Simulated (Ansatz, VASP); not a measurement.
# One calculation of Al3GaAs4, two programs

```
Al Ga As
1.0
    -2.86502    2.86502    5.72859
     2.86502   -2.86502    5.72859
     2.86502    2.86502   -5.72859
Al Ga As
3 1 4
Direct
  0.00000 0.00000 0.00000
  0.25000 0.75000 0.50000
  0.75000 0.25000 0.50000
  0.50000 0.50000 0.00000
  0.12384 0.12384 0.49854
  0.37470 0.87616 0.00000
  0.62530 0.62530 0.50146
  0.87616 0.37470 0.00000
```

Alike in both runs: task relaxation of cell and atoms; functional PBE; k mesh 8 × 8 × 8; occupations gaussian, width 0.02 eV; no spin polarisation.

|  | VASP | Ansatz |
| --- | --- | --- |
| version | VASP 6.6.1 | Ansatz 0.2.0 |
| potentials or method | VASP PAW PBE potentials, release 64 (Al, Ga_d, As), cutoff 600 eV | scalar-relativistic, plane waves, PAW |
| valence electrons in the cell | 42 | 82 |

```csv
,VASP,Ansatz,Ansatz less VASP
"gap on the k mesh at the Fermi level, each at its own relaxed structure (eV)",1.31,1.33,+0.013
relaxed volume (Å³/atom),23.61,23.55,-0.056
relaxed length of the cell vector where the two differ most in proportion (Å),7.027,7.022,-0.0050
```

VASP's potentials hold 42 valence electrons a cell and Ansatz's 82, so a difference there can come from the potentials and not from the codes.
